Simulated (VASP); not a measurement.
# TaN (P3m1) in VASP: a series of runs

TaN is run at these levels: PBE; tasks: relaxation of cell and atoms, single point.

Everything below comes from runs of VASP 6.6.1. Logs are shortened: lines on timing, memory, paths and dates and some standing lists are left out, and cuts for length are marked.

## Step 1: The cell of the first run

Symmetry: P3m1, No. 156, trigonal system. Conventional cell: a = 2.522 Å, b = 2.522 Å, c = 5.117 Å, α = 90.00°, β = 90.00°, γ = 120.00°. Ta (site symmetry 3m) has 3 N at 2.06 Å and 6 Ta at 2.52 Å within 2.7 Å. Within 2.7 Å of N (site symmetry 3m) lie 3 Ta at 2.06 Å and 6 N at 2.52 Å.

The cell was generated, and may not be a known phase.

## Step 2: Relaxation of cell and atoms, PBE

The input, INCAR:

```
  PREC = Accurate
  ENCUT = 700
  EDIFF = 1E-7
  ISMEAR = 0
  SIGMA = 0.1
  LREAL = False
  LASPH = True
  NELM = 120
  ALGO = Normal
  ISIF = 3
  LWAVE = False
  LCHARG = False
  GGA = PE
  IBRION = 2
  NSW = 90
  EDIFFG = -0.04
  GGA_COMPAT = False
  NELMIN = 4
```

The input, KPOINTS:

```
Automatic mesh
0
Gamma
  6 6 4
```

The input, POSCAR:

```
TaN
1.0
    2.5219209500      0.0000000000      0.0000000000
   -1.2609604700      2.1840476100      0.0000000000
    0.0000000000      0.0000000000      5.1168896400
Ta N
1 1
Direct
    0.3333333300      0.6666666700      0.8709125200
    0.6666666700      0.3333333300      0.5868791800
```

Potentials or basis: VASP PAW PBE potentials, release 64 (Ta_sv_GW, N).

Run with:

```sh
$ cat potpaw_PBE.64/Ta_sv_GW/POTCAR potpaw_PBE.64/N/POTCAR > POTCAR
$ mpirun -np 1 vasp_std > vasp.out
```

OUTCAR:

```text
PREC = Accurate
   ENCUT = 700
   EDIFF = 1E-7
   ISMEAR = 0
   LREAL = False
   LASPH = True
   NELM = 120
   ISIF = 3
   GGA = PE
   IBRION = 2
   NSW = 90
   EDIFFG = -0.04
   NELMIN = 4

 ion  position               nearest neighbor table
   1  0.333  0.667  0.871-   2 2.06   2 2.06   2 2.06
   2  0.667  0.333  0.587-   1 2.06   1 2.06   1 2.06

  LATTYP: Found a hexagonal cell.
 ALAT       =     2.5219209500
 C/A-ratio  =     2.0289651188

  Lattice vectors:

 A1 = (   2.5219209500,   0.0000000000,   0.0000000000)
 A2 = (  -1.2609604700,   2.1840476100,   0.0000000000)
 A3 = (   0.0000000000,   0.0000000000,   5.1168896400)

Analysis of symmetry for initial positions (statically):
=====================================================================
 Subroutine PRICEL returns:
 Original cell was already a primitive cell.

 Routine SETGRP: Setting up the symmetry group for a
 hexagonal supercell.

 Subroutine GETGRP returns: Found  6 space group operations
 (whereof  6 operations were pure point group operations)
 out of a pool of 24 trial point group operations.

The static configuration has the point symmetry C_3v.

Analysis of symmetry for dynamics (positions and initial velocities):
=====================================================================
 Subroutine PRICEL returns:
 Original cell was already a primitive cell.

 Routine SETGRP: Setting up the symmetry group for a
 hexagonal supercell.

 Subroutine GETGRP returns: Found  6 space group operations
 (whereof  6 operations were pure point group operations)
 out of a pool of 24 trial point group operations.

The dynamic configuration has the point symmetry C_3v.

 Subroutine INISYM returns: Found  6 space group operations
 (whereof  6 operations are pure point group operations),
 and found     1 'primitive' translations

----------------------------------------------------------------------------------------

                                     Primitive cell

  volume of cell :      28.1838

  direct lattice vectors                    reciprocal lattice vectors
     2.521920950  0.000000000  0.000000000     0.396523134  0.228932737  0.000000000
    -1.260960470  2.184047610  0.000000000     0.000000000  0.457865477  0.000000000
     0.000000000  0.000000000  5.116889640     0.000000000  0.000000000  0.195431223

  length of vectors
     2.521920950  2.521920948  5.116889640     0.457865476  0.457865477  0.195431223

  position of ions in fractional coordinates (direct lattice)
     0.333333330  0.666666670  0.870912520
     0.666666670  0.333333330  0.586879180

  ion indices of the primitive-cell ions
   primitive index   ion index
                 1           1
                 2           2

[... 102 lines left out ...]
 non-spin polarized calculation
 Gauss-broadening in eV      SIGMA  =   0.10
  energy-cutoff  :      700.00
  volume of cell :       28.18
 maximum number of plane-waves:      1223
 NGX is ok and might be reduce to    24
   NGX = 11   NGY = 11   NGZ = 23

--------------------------------------- Ionic step        1  -------------------------------------------

 number of electron      18.0000000 magnetization

 Free energy of the ion-electron system (eV)
  ---------------------------------------------------
  ext. energy  EPLUGINS =         0.00000000
  ---------------------------------------------------
  free energy    TOTEN  =       -18.54768027 eV

  energy without entropy =      -18.53853460  energy(sigma->0) =      -18.54310743

------------------------ aborting loop because EDIFF is reached ----------------------------------------

  FORCE on cell =-STRESS in cart. coord.  units (eV):
  Direction    XX          YY          ZZ          XY          YZ          ZX
  --------------------------------------------------------------------------------------
  -------------------------------------------------------------------------------------
  Total       15.1345912     15.1345912     -4.3837092      0.0000000     -0.0000000      0.0000000
  in kB      860.3628632    860.3628639   -249.2026733      0.0000020     -0.0000000      0.0000000
  external PRESSURE =     490.5076846 kB  Pullay stress =       0.0000000 kB
[... 23 lines left out ...]
--------------------------------------- Ionic step        2  -------------------------------------------

 number of electron      18.0000004 magnetization

 E-fermi :   3.3689     XC(G=0):  -9.3523

 val. band max:        3.3491657907   @ k =   0.1667   0.1667   0.5000
 cond. band min:       3.5691195222   @ k =   0.1667   0.0000   0.5000
 fundamental gap:      0.2199537315
 Fermi energy:         3.3688912877

 k-point     1 :       0.0000    0.0000    0.0000
  band No.  band energies     occupation
      1     -66.0040      2.00000
      2     -32.4762      2.00000
      3     -32.1297      2.00000
      4     -32.1297      2.00000
      5     -10.4201      2.00000
      6      -0.6234      2.00000
      7       0.4493      2.00000
      8       0.4493      2.00000
      9       1.8069      2.00000
     10       4.4858      0.00000
     11       4.4858      0.00000
     12       5.2427      0.00000
     13       6.9495      0.00000
[... 431 lines left out ...]
  FREE ENERGIE OF THE ION-ELECTRON SYSTEM (eV)
  ---------------------------------------------------
  free  energy   TOTEN  =       -21.2348469083 eV

  energy  without entropy=      -21.2256341143  energy(sigma->0) =      -21.23024051

[... ionic steps 4 to 16 ...]

--------------------------------------- Ionic step       17  -------------------------------------------

 number of electron      18.0000003 magnetization

------------------------ aborting loop because EDIFF is reached ----------------------------------------
[... 67 lines left out ...]
--------------------------------------- Ionic step       19  -------------------------------------------

 number of electron      18.0000003 magnetization

 Free energy of the ion-electron system (eV)
  ---------------------------------------------------
  ext. energy  EPLUGINS =         0.00000000
  ---------------------------------------------------
  free energy    TOTEN  =       -23.27697393 eV

  energy without entropy =      -23.26921280  energy(sigma->0) =      -23.27309336

 E-fermi :   7.1431     XC(G=0): -11.1219

 val. band max:        7.0971503368   @ k =   0.3333   0.1667   0.0000
 cond. band min:       7.1940373354   @ k =   0.3333   0.3333   0.2500
 fundamental gap:      0.0968869986
 Fermi energy:         7.1431403479

 k-point     1 :       0.0000    0.0000    0.0000
  band No.  band energies     occupation
      1     -61.4233      2.00000
      2     -27.9467      2.00000
      3     -27.9467      2.00000
      4     -27.6060      2.00000
      5      -8.8662      2.00000
      6       0.8464      2.00000
      7       0.8464      2.00000
      8       3.7118      2.00000
      9       5.2788      2.00000
     10       9.6642      0.00000
     11       9.9358      0.00000
     12       9.9358      0.00000
     13      15.4288      0.00000
[... 395 lines left out ...]
  FREE ENERGIE OF THE ION-ELECTRON SYSTEM (eV)
  ---------------------------------------------------
  free  energy   TOTEN  =       -23.2769739308 eV

  energy  without entropy=      -23.2692127955  energy(sigma->0) =      -23.27309336

 reached required accuracy - stopping structural energy minimisation
```

OSZICAR:

```text
N       E                     dE             d eps       ncg     rms          rms(c)
DAV:   1     0.174259221476E+03    0.17426E+03   -0.13224E+04   632   0.170E+03
DAV:   2    -0.126139499831E+02   -0.18687E+03   -0.18038E+03   853   0.429E+02
DAV:   3    -0.221708483634E+02   -0.95569E+01   -0.95072E+01   899   0.975E+01
[... 268 lines left out ...]
DAV:   6    -0.232769699182E+02   -0.86214E-05   -0.12968E-05   784   0.250E-02    0.480E-02
DAV:   7    -0.232769736195E+02   -0.37013E-05   -0.36339E-06   689   0.138E-02    0.527E-02
DAV:   8    -0.232769736170E+02    0.24943E-08   -0.14431E-06   779   0.812E-03    0.316E-02
DAV:   9    -0.232769739591E+02   -0.34203E-06   -0.14643E-07   358   0.452E-03    0.129E-02
DAV:  10    -0.232769739308E+02    0.28263E-07   -0.33068E-08   352   0.212E-03
  19 F= -.23276974E+02 E0= -.23273093E+02  d E =-.852227E-04
```

CONTCAR:

```text
TaN
   1.00000000000000
     3.4170711769240953    0.0000000019225808    0.0000000000000000
    -1.7085355800223048    2.9592704467423867   -0.0000000000000000
    -0.0000000000000000   -0.0000000000000000    3.1798293972420040
  Ta              N
     1     1
Direct
     0.3333333300000021    0.6666666699999979    0.7288454706056310
     0.6666666699999979    0.3333333300000021    0.7289462293943633

  0.00000000E+00  0.00000000E+00  0.00000000E+00
  0.00000000E+00  0.00000000E+00  0.00000000E+00
```

It took 5.7 min on 1 thread of Intel Xeon Platinum 8375C at 2.90GHz (Ice Lake), shared host; peak memory 0.2 GiB.

What came out:

* Free energy: -23.2770 eV
* Relaxed volume: 16.08 Å³/atom
* Relaxed cell: a = 3.417 Å, b = 3.417 Å, c = 3.180 Å, α = 90.00°, β = 90.00°, γ = 120.00°
* Space group after relaxing (to 0.1 Å): P-6m2 (No. 187)
* Energy gained by relaxing: 2364.6 meV/atom
* Ionic steps: 19
* Pressure after relaxing: 0.1 GPa
* Band gap on the k mesh: zero (bands 9 and 10 overlap by 2.15 eV)

Step by step:
```csv
step,energy change (eV),largest force (eV/Å),pressure (GPa),volume (Å³)
1,0.0000,1.4239,49.05,28.18
2,-1.6633,4.7056,-33.22,46.96
3,-2.6872,4.4995,-18.64,38.59
4,-4.1636,0.3103,-3.51,34.18
5,-4.2380,0.3155,-1.24,33.42
6,-4.4160,0.6984,2.36,31.78
7,-4.1465,0.7763,11.54,27.99
8,-4.4702,0.9671,2.83,30.74
9,-4.3604,1.0540,8.05,28.89
10,-4.4739,1.1238,4.72,30.00
11,-4.4628,1.1052,5.48,29.77
12,-4.6728,0.6302,-1.97,31.80
13,-4.7010,0.3411,-5.17,32.72
14,-4.5878,0.0746,16.67,30.78
15,-4.7248,0.1809,0.51,32.15
16,-4.7248,0.1783,0.62,32.13
17,-4.7286,0.0674,0.14,32.20
18,-4.7292,0.0011,-0.17,32.24
19,-4.7293,0.0013,0.10,32.15
```

Final structure:
```yaml
crystal:
  lattice:
    - [3.41707, 0.00000, 0.00000]
    - [-1.70854, 2.95927, 0.00000]
    - [0.00000, 0.00000, 3.17983]
  atoms:
    - { symbol: Ta, position: [0.33333, 0.66667, 0.72885] }
    - { symbol: N, position: [0.66667, 0.33333, 0.72895] }
```

Levels at points of the mesh, in eV from the Fermi level:
```tsv
k point	band 5	band 6	band 7	band 8	band 9	band 10	band 11	band 12	band 13
(0.00, 0.00, 0.00)	-16.01	-6.30	-6.30	-3.43	-1.86	2.52	2.79	2.79	8.29
(0.50, 0.00, 0.00)	-14.69	-6.06	-3.73	-3.23	-2.12	0.36	2.34	3.69	4.18
(0.00, 0.00, 0.50)	-15.59	-6.08	-6.08	-4.81	0.97	0.97	3.55	4.28	5.27
(0.50, 0.00, 0.50)	-14.37	-5.62	-5.46	-3.53	0.17	0.96	1.24	4.16	5.45
```

Caveat: the k points lie up to 0.49 Å⁻¹ apart in the final cell, too coarse for converged energies and pressures of a metal; a cell axis changed by over 15 % at a fixed basis, so the end point is rough; spin-orbit coupling is left out, which moves the levels of the heavy elements.

(Continued in part 2 of 2.)

The gap in the log of VASP goes by the Fermi energy; the results here count the filled bands.